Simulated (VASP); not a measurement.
# Al11Si5C5N11: single point with PBEsol

Al11Si5C5N11:

```xyz
96
Lattice="9.3553 0.0000 0.0000 0.0000 10.7826 0.0000 0.0000 0.0000 10.0171" Properties=species:S:1:pos:R:3 pbc="T T T"
Al    1.5671    0.9000    2.5297
Al    1.5099    0.8832    7.5477
Al    9.3518    3.5818    7.4941
Al    4.6598    0.9507    2.4673
Al    4.7246    0.8495    7.5498
Al    3.0847    3.6108    2.5335
Al    1.4974    6.3120    2.5078
Al    1.6153    6.3080    7.4721
Al    0.0016    8.9934    2.4966
Al    6.2695    3.6574    2.5173
Al    4.6711    6.2444    2.4334
Al    3.0714    8.9471    2.4375
Al    3.1878    8.9545    7.5449
Al    7.8543    6.3311    2.5198
Al    6.2525    8.9339    2.4975
Al    9.3030    1.7360    4.9695
Al    3.0973    1.7979    0.0442
Al    1.5551    4.5115    4.9785
Al    1.5528    4.5151    9.9954
Al    0.0454    7.1833    4.9878
Al    0.0055    7.2140    9.8913
Al    6.2426    1.8205    4.9735
Al    4.6480    4.4561   10.0002
Al    3.1394    7.1591    5.0029
Al    1.5381    9.8625    0.0627
Al    7.8146    4.5181    4.9348
Al    7.8435    4.5239    9.9996
Al    6.2462    7.1277    4.9027
Al    6.2324    7.1934   10.0088
Al    4.6952    9.8894    4.7912
Al    4.6846    9.8528    0.1273
Al    7.7860    9.8432    4.9570
Al    7.7767    9.8686   10.0130
Si    9.3483    3.6150    2.5063
Si    3.0994    3.5792    7.5408
Si    9.3328    8.9907    7.5342
Si    7.7730    0.8969    2.4800
Si    7.8133    0.9152    7.5295
Si    6.2782    3.5890    7.5109
Si    4.6743    6.3953    7.5940
Si    7.7498    6.3429    7.4902
Si    6.1748    8.9696    7.5456
Si    0.0079    1.8660    9.9966
Si    3.1456    1.8125    5.0355
Si    6.2162    1.8047    9.9790
Si    4.6947    4.4791    4.9714
Si    3.0984    7.1799    0.0010
Si    1.5822    9.8467    5.0155
N     9.2849    1.8054    1.8185
N     9.2618    1.7024    6.9255
N     3.0548    1.8553    1.9470
N     3.0986    1.8686    6.8647
N     1.4930    4.3881    1.8891
N     1.6757    4.3952    6.9420
N     6.3677    1.8229    1.7582
N     6.3644    1.8424    6.9817
N     4.6376    4.3835    1.8538
N     4.6704    4.3831    6.9133
N     3.0910    7.1069    1.8034
N     3.2428    7.1470    6.9029
N     1.5158    9.9553    1.9478
N     1.4919    9.8689    6.8417
N     7.8920    4.3862    1.8670
N     7.6967    4.5087    6.9939
N     4.7613    9.8853    6.8124
N     7.8498   10.0495    1.8719
N     7.8076    9.9760    6.9630
N     1.6954    0.8424    4.5342
N     1.4434    0.9398    9.4553
N     4.5715    1.0017    4.5048
N     3.1919    3.5126    4.5071
N     3.1051    3.5524    9.2834
N     1.6475    6.2918    9.3852
N     0.1169    9.1233    4.4557
N     9.3478    9.1303    9.2704
N     7.8209    1.0200    9.3587
N     6.2433    3.5150    9.3160
N     4.6183    6.1382    4.4265
N     3.0228    9.0247    4.4871
N     7.7954    6.2413    9.2601
N     6.2541    8.9599    4.4412
C     0.0190    7.2565    1.7664
C     9.2944    7.2658    7.0219
C     6.2361    7.1197    1.9008
C     6.1840    7.1875    6.9250
C     4.6660    9.9155    2.1050
C     0.0622    3.4983    4.3165
C     0.0170    3.5214    9.4013
C     4.7294    0.9792    9.4597
C     1.6285    6.2868    4.4306
C     7.7449    0.8551    4.2739
C     6.1401    3.6275    4.4531
C     4.5700    6.2464    9.3654
C     3.0663    8.9201    9.4591
C     7.8459    6.3069    4.4452
C     6.2570    9.0307    9.3098
```

```yaml
Program: VASP 6.6.1
Task: single point
Functional: PBEsol
Potentials_or_basis: VASP PAW PBE potentials, release 64 (Al, Si, N, C)
Cutoff: 520 eV
k_mesh: 1 × 1 × 1, shifted
Occupations: fermi-dirac, width 0.05 eV
Spin: no spin polarisation
Dipole_correction: no
Further_INCAR_settings: LREAL = Auto; ALGO = Normal; EDIFF = 1e-07; NBANDS = 246; ISYM = 0
```

| Quantity | Value |
| --- | --- |
| Pressure | 0.1 GPa |
| Largest force | 0.047 eV/Å |
| Band gap on the k mesh | 1.83 eV |

Forces in eV/Å, atoms in the order of the input:
```
Al  -0.001  0.015  0.009
Al   0.002  0.003  0.007
Al   0.001  0.001 -0.022
Al   0.001  0.027  0.007
Al   0.001  0.002 -0.011
Al   0.005  0.003  0.008
Al   0.015 -0.009 -0.005
Al   0.009 -0.002 -0.016
Al  -0.009  0.015  0.008
Al  -0.001  0.002 -0.009
Al  -0.011 -0.014  0.008
Al  -0.009 -0.011  0.006
Al   0.006 -0.002 -0.019
Al  -0.005 -0.015 -0.011
Al   0.021  0.004  0.007
Al   0.010 -0.006  0.015
Al  -0.012  0.001  0.005
Al   0.016 -0.011  0.010
Al   0.015  0.001 -0.002
Al   0.005  0.016  0.008
Al  -0.006  0.000 -0.017
Al  -0.006 -0.017  0.008
Al   0.000 -0.012  0.005
Al   0.021  0.012  0.011
Al  -0.017  0.009  0.001
Al  -0.001 -0.020  0.018
Al  -0.014  0.010  0.001
Al  -0.033  0.020 -0.004
Al   0.013 -0.015 -0.014
Al  -0.010  0.001  0.000
Al   0.007  0.003 -0.006
Al   0.002 -0.008  0.006
Al   0.008  0.008  0.014
Si   0.009 -0.003 -0.008
Si   0.015 -0.009 -0.002
Si   0.010  0.010 -0.014
Si  -0.001  0.014 -0.003
Si  -0.007 -0.006  0.002
Si  -0.008 -0.006 -0.007
Si   0.010  0.000 -0.010
Si   0.005 -0.012 -0.014
Si  -0.006 -0.003 -0.024
Si  -0.007 -0.021  0.002
Si  -0.021  0.004  0.006
Si   0.007  0.001  0.006
Si  -0.033  0.000  0.009
Si  -0.005 -0.013  0.005
Si   0.001  0.005  0.012
N    0.004 -0.005  0.012
N    0.017  0.017 -0.019
N    0.008  0.000  0.001
N    0.003 -0.018  0.009
N    0.010  0.014 -0.010
N   -0.024  0.020 -0.018
N   -0.009  0.004  0.023
N   -0.015 -0.014 -0.014
N    0.003  0.000  0.005
N   -0.004  0.005 -0.001
N   -0.006  0.002  0.020
N   -0.031 -0.001 -0.020
N    0.000 -0.008 -0.004
N    0.005  0.007  0.004
N   -0.023  0.025 -0.005
N    0.030  0.008 -0.027
N   -0.022  0.010 -0.020
N    0.005 -0.038 -0.013
N    0.003 -0.014 -0.022
N   -0.017  0.006 -0.007
N    0.019 -0.024  0.001
N    0.041 -0.016 -0.014
N   -0.018  0.022 -0.009
N    0.001 -0.002  0.032
N   -0.009 -0.002  0.000
N   -0.030 -0.020 -0.007
N    0.001  0.009  0.036
N    0.005 -0.009  0.016
N    0.001  0.026  0.023
N    0.001  0.042 -0.006
N    0.026 -0.020 -0.012
N   -0.005  0.002  0.031
N    0.000 -0.018 -0.002
C    0.003 -0.012  0.004
C    0.013 -0.017 -0.024
C    0.009 -0.009 -0.006
C    0.007  0.016 -0.032
C    0.004 -0.013 -0.002
C   -0.004 -0.002  0.026
C    0.001  0.019 -0.004
C   -0.020 -0.013 -0.001
C   -0.003 -0.001 -0.008
C   -0.005  0.008  0.019
C    0.034 -0.008 -0.005
C    0.011  0.008  0.028
C    0.007  0.029 -0.002
C   -0.003  0.013 -0.006
C   -0.019 -0.003  0.042
```

Stress tensor (GPa, compression positive):
```
 0.15 -0.16  0.01
-0.16  0.14  0.23
 0.01  0.23  0.12
```

Levels at points of the mesh, in eV from the valence-band top:
| k point | band 188 | band 189 | band 190 | band 191 | band 192 | band 193 | band 194 | band 195 | band 196 | band 197 |
| --- | --- | --- | --- | --- | --- | --- | --- | --- | --- | --- |
| (0.25, 0.25, 0.25) | -0.73 | -0.67 | -0.54 | -0.21 | 0.00 | 1.83 | 2.04 | 2.22 | 2.38 | 2.49 |

It took 34 min on 1 thread of Intel(R) Xeon(R) Platinum 8488C (Sapphire Rapids) (shared host), peak memory 1.3 GiB.

Caveat: the PAW data sets were made with another functional, which shifts forces and pressure a little; a shifted mesh leaves out Γ, where band edges can lie. A k mesh can miss the band edges.
